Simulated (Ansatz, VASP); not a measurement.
**AlIn3Sb4 in VASP and in Ansatz**

```xyz
8
Lattice="4.6140 0.0000 0.0000 0.0000 4.6140 0.0000 0.0000 0.0000 13.0737" Properties=species:S:1:pos:R:3 pbc="T T T"
Al    2.3070    2.3070    0.0000
In    0.0000    0.0000    9.9058
In    0.0000    0.0000    3.1678
In    2.3070    2.3070    6.5368
Sb    2.3070    0.0000   11.6039
Sb    0.0000    2.3070    1.4698
Sb    2.3070    0.0000    4.8516
Sb    0.0000    2.3070    8.2221
```

Alike in both runs: functional PBE; k mesh 8 × 8 × 4; occupations gaussian, width 0.1 eV; no spin polarisation.

Ansatz relaxed the structure, and its values are those at the end. VASP's run is a single point on that final structure, the one shown.

|  | VASP | Ansatz |
| --- | --- | --- |
| version | VASP 6.6.1 | Ansatz 0.2.0 |
| potentials or method | VASP PAW PBE potentials, release 64 (Al, In_d, Sb), cutoff 520 eV | scalar-relativistic, plane waves, PAW |
| valence electrons in the cell | 62 | 102 |

|  | VASP | Ansatz | Ansatz less VASP |
| --- | --- | --- | --- |
| gap on the k mesh at the Fermi level (eV) | none | none | - |
| pressure (GPa) | 0.0 | 0.0 | -0.02 |
| rms of the force components (eV/Å) | 0.005 | 0.000 | -0.0043 |

A gap of «none» marks a metal or a gap that the smearing closes. VASP's potentials hold 62 valence electrons a cell and Ansatz's 102, so a difference there can come from the potentials and not from the codes.

Neither program's run includes spin-orbit coupling.
